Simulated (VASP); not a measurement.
# GaN (F-43m) in VASP: single point with PBE

Aim: the single point of GaN with PBE.

Program: VASP 6.6.1. These are calculated values, not measurements. Logs are shortened: lines on timing, memory, paths and dates and some standing lists are left out, and cuts for length are marked.

## (1) The cell of the first run

It takes space group F-43m (No. 216, cubic). Conventional cell: a = 4.549 Å, b = 4.549 Å, c = 4.549 Å, α = 90.00°, β = 90.00°, γ = 90.00°. Within 2.6 Å of Ga (site symmetry -43m) lie 4 N at 1.97 Å. N (site symmetry -43m) has 4 Ga at 1.97 Å within 2.6 Å.

## (2) Single point, PBE

The input, INCAR:

```
SYSTEM = GaN
PREC = Accurate
ENCUT = 600
EDIFF = 1E-6
ISMEAR = 0
SIGMA = 0.01
LREAL = .False.
LASPH = .True.
NELM = 120
ALGO = Normal
ISIF = 2
LWAVE = .False.
LCHARG = .False.
GGA = PE
NBANDS = 16
GGA_COMPAT = .False.
```

The input, KPOINTS:

```
Automatic mesh
0
Gamma
  10 10 10
  0 0 0
```

The input, POSCAR:

```
GaN
1.0
    0.0000000000      2.2744128151      2.2744128151
    2.2744128151      0.0000000000      2.2744128151
    2.2744128151      2.2744128151      0.0000000000
Ga N
1 1
Direct
    0.0000000000      0.0000000000      0.0000000000
    0.2500000000      0.2500000000      0.2500000000
```

Potentials or basis: VASP PAW PBE potentials, release 64 (Ga_d, N).

Command:

```bash
$ cat potpaw_PBE.64/Ga_d/POTCAR potpaw_PBE.64/N/POTCAR > POTCAR
$ mpirun -np 1 vasp_std > vasp.out
```

OUTCAR:

```text
SYSTEM = GaN
   PREC = Accurate
   ENCUT = 600
   EDIFF = 1E-6
   ISMEAR = 0
   LREAL = .False.
   LASPH = .True.
   NELM = 120
   ISIF = 2
   GGA = PE

 ion  position               nearest neighbor table
   1  0.000  0.000  0.000-   2 1.97   2 1.97   2 1.97   2 1.97
   2  0.250  0.250  0.250-   1 1.97   1 1.97   1 1.97   1 1.97

  LATTYP: Found a face centered cubic cell.
 ALAT       =     4.5488256302

  Lattice vectors:

 A1 = (   0.0000000000,   2.2744128151,   2.2744128151)
 A2 = (   2.2744128151,   0.0000000000,   2.2744128151)
 A3 = (   2.2744128151,   2.2744128151,   0.0000000000)

Analysis of symmetry for initial positions (statically):
=====================================================================
 Subroutine PRICEL returns:
 Original cell was already a primitive cell.

 Routine SETGRP: Setting up the symmetry group for a
 face centered cubic supercell.

 Subroutine GETGRP returns: Found 24 space group operations
 (whereof 24 operations were pure point group operations)
 out of a pool of 48 trial point group operations.

The static configuration has the point symmetry T_d .

Analysis of symmetry for dynamics (positions and initial velocities):
=====================================================================
 Subroutine PRICEL returns:
 Original cell was already a primitive cell.

 Routine SETGRP: Setting up the symmetry group for a
 face centered cubic supercell.

 Subroutine GETGRP returns: Found 24 space group operations
 (whereof 24 operations were pure point group operations)
 out of a pool of 48 trial point group operations.

The dynamic configuration has the point symmetry T_d .

 Subroutine INISYM returns: Found 24 space group operations
 (whereof 24 operations are pure point group operations),
 and found     1 'primitive' translations

----------------------------------------------------------------------------------------

                                     Primitive cell

  volume of cell :      23.5309

  direct lattice vectors                    reciprocal lattice vectors
     0.000000000  2.274412815  2.274412815    -0.219836960  0.219836960  0.219836960
     2.274412815  0.000000000  2.274412815     0.219836960 -0.219836960  0.219836960
     2.274412815  2.274412815  0.000000000     0.219836960  0.219836960 -0.219836960

  length of vectors
     3.216505450  3.216505450  3.216505450     0.380768785  0.380768785  0.380768785

  position of ions in fractional coordinates (direct lattice)
     0.000000000  0.000000000  0.000000000
     0.250000000  0.250000000  0.250000000

  ion indices of the primitive-cell ions
   primitive index   ion index
                 1           1
                 2           2

----------------------------------------------------------------------------------------

 KPOINTS: Automatic mesh

Automatic generation of k-mesh.
 Grid dimensions read from file:
 generate k-points for:   10   10   10

 Generating k-lattice:

  Cartesian coordinates                     Fractional coordinates (reciprocal lattice)
    -0.021983696  0.021983696  0.021983696     0.100000000  0.000000000  0.000000000
     0.021983696 -0.021983696  0.021983696     0.000000000  0.100000000  0.000000000
     0.021983696  0.021983696 -0.021983696     0.000000000  0.000000000  0.100000000

  Length of vectors
     0.038076878  0.038076878  0.038076878

  Shift w.r.t. Gamma in fractional coordinates (k-lattice)
     0.000000000  0.000000000  0.000000000

 Subroutine IBZKPT returns following result:
 ===========================================

 Found     47 irreducible k-points:

 Following reciprocal coordinates:
            Coordinates               Weight
  0.000000  0.000000  0.000000      1.000000
  0.100000  0.000000  0.000000      8.000000
  0.200000  0.000000  0.000000      8.000000
  0.300000  0.000000  0.000000      8.000000
  0.400000  0.000000  0.000000      8.000000
  0.500000  0.000000  0.000000      4.000000
[... 16 lines left out ...]
  0.300000  0.300000  0.000000      6.000000
  0.400000  0.300000  0.000000     24.000000
 [... further k-points ...]
   k-points           NKPTS =     47   k-points in BZ     NKDIM =     47   number of bands    NBANDS=     16
   number of dos      NEDOS =    301   number of ions     NIONS =      2
   total plane-waves  NPLWV =  21952
   dimension x,y,z NGX =    28 NGY =   28 NGZ =   28
   dimension x,y,z NGXF=    56 NGYF=   56 NGZF=   56
   ions per type =               1   1
   NGX,Y,Z   is equivalent  to a cutoff of  14.47, 14.47, 14.47 a.u.
   NGXF,Y,Z  is equivalent  to a cutoff of  28.94, 28.94, 28.94 a.u.
 SYSTEM =  GaN
   PREC   = accura    normal or accurate (medium, high low for compatibility)
   ISTART =      0    job   : 0-new  1-cont  2-samecut
   ICHARG =      2    charge: 1-file 2-atom 10-const
   ISPIN  =      1    spin polarized calculation?
   LNONCOLLINEAR =      F non collinear calculations
   LSORBIT =      F    spin-orbit coupling
   LASPH  =      T    aspherical Exc in radial PAW
   ENCUT  =  600.0 eV  44.10 Ry    6.64 a.u.   6.42  6.42  6.42*2*pi/ulx,y,z
   NELM   =    120;   NELMIN=  2; NELMDL= -5     # of ELM steps
   EDIFF  = 0.1E-05   stopping-criterion for ELM
   LREAL  =      F    real-space projection
   EDIFFG = 0.1E-04   stopping-criterion for IOM
   NSW    =      0    number of steps for IOM
   IBRION =     -1    ionic relax: 0-MD 1-quasi-New 2-CG
   NFREE  =      0    steps in history (QN), initial steepest desc. (CG)
   ISIF   =      2    stress and relaxation
   ISYM   =      2    0-nonsym 1-usesym 2-fastsym
   POTIM  = 0.5000    time-step for ionic-motion
   TEBEG  =    0.0;   TEEND  =   0.0 temperature during run
   PSTRESS=    0.0 pullay stress
   NELECT =      18.0000    total number of electrons
   NUPDOWN=      -1.0000    fix difference up-down
   EMIN   =  10.00;   EMAX   =-10.00  energy-range for DOS
   EFERMI =   0.00;   METHOD = LEGACY
   ISMEAR =     0;   SIGMA  =   0.01  broadening in eV -4-tet -1-fermi 0-gaus
   EFERMI_NEDOS =   21; number of points for ismear=-14 and -15
   IALGO  =     38    algorithm
   IMIX   =      4    mixing-type and parameters
     AMIX     =   0.40;   BMIX     =  1.00
     AMIX_MAG =   1.60;   BMIX_MAG =  1.00
  volume/ion in A,a.u.               =      11.77        79.40
  Fermi-wavevector in a.u.,A,eV,Ry     =   1.497223  2.829340 30.499847  2.241676
  Thomas-Fermi vector in A             =   2.609138
   LORBIT       =      0    0 simple, 1 ext, 2 COOP (PROOUT), +10 PAW based schemes
   GGA     = PE    functional components
   LHFCALC =     F    Hartree Fock is set to
   AEXX    =    0.0000 exact exchange contribution
   IVDW    =     0    specifies the selected vdW correction
   LEPSILON=     F    determine dielectric tensor
   LRPA    =     F    only Hartree local field effects (RPA)
 non-spin polarized calculation
 Gauss-broadening in eV      SIGMA  =   0.01
  energy-cutoff  :      600.00
  volume of cell :       23.53
 maximum number of plane-waves:       801
 NGX is ok and might be reduce to    28
   NGX = 13   NGY = 13   NGZ = 13

 number of electron      18.0000002 magnetization

 Free energy of the ion-electron system (eV)
  ---------------------------------------------------
  ext. energy  EPLUGINS =         0.00000000
  ---------------------------------------------------
  free energy    TOTEN  =       -12.15503903 eV

  energy without entropy =      -12.15503903  energy(sigma->0) =      -12.15503903

 E-fermi :   5.0744     XC(G=0): -11.5196

 val. band max:        4.9844563838   @ k =   0.0000   0.0000   0.0000
 cond. band min:       6.5300280952   @ k =   0.0000   0.0000   0.0000
 fundamental gap:      1.5455717113
 Fermi energy:         5.0744245972

 k-point     1 :       0.0000    0.0000    0.0000
  band No.  band energies     occupation
      1     -10.7171      2.00000
      2      -8.4384      2.00000
      3      -8.4384      2.00000
      4      -8.4384      2.00000
      5      -8.1458      2.00000
      6      -8.1458      2.00000
[... 8 lines left out ...]
     15      23.6300      0.00000
     16      23.6300      0.00000

 k-point     2 :       0.1000    0.0000    0.0000
  band No.  band energies     occupation
      1     -10.6137      2.00000
      2      -8.4259      2.00000
      3      -8.4259      2.00000
      4      -8.3974      2.00000
      5      -8.1469      2.00000
      6      -8.1469      2.00000
[... 8 lines left out ...]
     15      22.3491      0.00000
     16      22.3491      0.00000

 k-point     3 :       0.2000    0.0000    0.0000
  band No.  band energies     occupation
      1     -10.3572      2.00000
      2      -8.3968      2.00000
      3      -8.3968      2.00000
      4      -8.2282      2.00000
      5      -8.1457      2.00000
      6      -8.1457      2.00000
[... 8 lines left out ...]
     15      21.5906      0.00000
     16      21.5906      0.00000

 k-point     4 :       0.3000    0.0000    0.0000
  band No.  band energies     occupation
      1     -10.0940      2.00000
      2      -8.3710      2.00000
      3      -8.3710      2.00000
      4      -8.1331      2.00000
      5      -8.1331      2.00000
      6      -7.8279      2.00000
[... 8 lines left out ...]
     15      22.0378      0.00000
     16      22.0378      0.00000
[... 324 lines left out ...]
 k-point    22 :      -0.2000    0.2000    0.0000
  band No.  band energies     occupation
      1     -10.0138      2.00000
      2      -8.3556      2.00000
      3      -8.3427      2.00000
      4      -8.1658      2.00000
      5      -8.1526      2.00000
      6      -7.6589      2.00000
[... 8 lines left out ...]
     15      22.0763      0.00000
     16      25.2016      0.00000

 k-point    23 :       0.3000    0.3000    0.0000
  band No.  band energies     occupation
      1      -9.9384      2.00000
      2      -8.2958      2.00000
      3      -8.2638      2.00000
      4      -8.2638      2.00000
      5      -8.0993      2.00000
      6      -7.6359      2.00000
[... 8 lines left out ...]
     15      26.7516      0.00000
     16      26.9816      0.00000

 k-point    24 :       0.4000    0.3000    0.0000
  band No.  band energies     occupation
      1      -9.8405      2.00000
      2      -8.3146      2.00000
      3      -8.2321      2.00000
      4      -8.2320      2.00000
      5      -8.0899      2.00000
      6      -7.1885      2.00000
[... 8 lines left out ...]
     15      26.8408      0.00000
     16      27.1113      0.00000

 [... further k-points ...]

------------------------ aborting loop because EDIFF is reached ----------------------------------------

  FORCE on cell =-STRESS in cart. coord.  units (eV):
  Direction    XX          YY          ZZ          XY          YZ          ZX
  --------------------------------------------------------------------------------------
  -------------------------------------------------------------------------------------
  Total       -0.0119084     -0.0119084     -0.0119084      0.0000000      0.0000000      0.0000000
  in kB       -0.8108241     -0.8108241     -0.8108241      0.0000000      0.0000000      0.0000000
  external PRESSURE =      -0.8108241 kB  Pullay stress =       0.0000000 kB

 VOLUME and BASIS-vectors are now :
 -----------------------------------------------------------------------------
  energy-cutoff  :      600.00
  volume of cell :       23.53
      direct lattice vectors                 reciprocal lattice vectors
     0.000000000  2.274412815  2.274412815    -0.219836960  0.219836960  0.219836960
     2.274412815  0.000000000  2.274412815     0.219836960 -0.219836960  0.219836960
     2.274412815  2.274412815  0.000000000     0.219836960  0.219836960 -0.219836960

 POSITION                                       TOTAL-FORCE (eV/Angst)
 -----------------------------------------------------------------------------------
      0.00000      0.00000      0.00000         0.000000     -0.000000      0.000000
      1.13721      1.13721      1.13721        -0.000000      0.000000     -0.000000
 -----------------------------------------------------------------------------------
    total drift:                                0.000000      0.000000      0.000000

  FREE ENERGIE OF THE ION-ELECTRON SYSTEM (eV)
  ---------------------------------------------------
  free  energy   TOTEN  =       -12.1550390311 eV

  energy  without entropy=      -12.1550390311  energy(sigma->0) =      -12.15503903
```

It took 53 s on 1 thread of AMD EPYC 7R13, shared host; peak memory 0.14 GiB.

What came out:

* Free energy: -12.1550 eV
* Pressure: -0.1 GPa
* Band gap on the k mesh: 1.55 eV
